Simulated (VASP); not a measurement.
Write the native input for VASP 6.6.1 that does the following.

```
Task                   : single point
Functional             : PBEsol
Potentials or basis    : VASP PAW PBE potentials, release 64 (Ta_sv_GW, H)
Cutoff                 : 500 eV
k mesh                 : 12 × 12 × 12
Occupations            : gaussian, width 0.1 eV
Spin                   : no spin polarisation
Dipole correction      : no
Further INCAR settings : ALGO = Normal; EDIFF = 1e-06; NBANDS = 20
```

The structure of Ta2H lies in POSCAR:

```
Ta2H
1.0
    3.1459854647      0.0000000000      0.0000000000
    0.0000000000      3.3969949433      0.0000000000
    0.0000000000      0.0000000000      3.4438594813
Ta H
2 1
Direct
    0.5000000000      0.0000000000      0.7300765025
    0.0000000000      0.5000000000      0.2508411359
    0.0000000000      0.0000000000      0.0190823616
```

This cell differs from its parent crystal: uniaxial strain along a: -6.0 %.

The input as run:

INCAR

```
SYSTEM = Ta2H
ALGO = Normal ; EDIFF = 1E-6
ENCUT = 500 ; GGA = PS
GGA_COMPAT = .FALSE. ; ISIF = 2
ISMEAR = 0 ; LASPH = .TRUE.
LCHARG = .FALSE. ; LREAL = .FALSE.
LWAVE = .FALSE. ; NBANDS = 20
NELM = 120 ; PREC = Accurate
SIGMA = 0.1
```

KPOINTS

```
k-points
0
G
  12 12 12
  0 0 0
```

Potentials or basis: VASP PAW PBE potentials, release 64 (Ta_sv_GW, H).

Launch:

```bash
$ cat potpaw_PBE.64/Ta_sv_GW/POTCAR potpaw_PBE.64/H/POTCAR > POTCAR
$ mpirun -np 1 vasp_std > vasp.out
```

It gave:

The pressure is 7.3 GPa. The largest force is 0.157 eV/Å and the band gap on the k mesh is zero (an odd number of electrons rules out a gap without spin polarisation).

Caveat: the cell differs from its parent crystal (uniaxial strain along a: -6.0 %); the cell stands under pressure; the PAW data sets were made with another functional, which shifts forces and pressure a little; spin-orbit coupling is left out, which moves the levels of the heavy elements.

Run time: 3.3 min on 1 thread of Intel(R) Xeon(R) Platinum 8375C CPU @ 2.90GHz (Ice Lake) (shared host), peak memory 0.34 GiB.
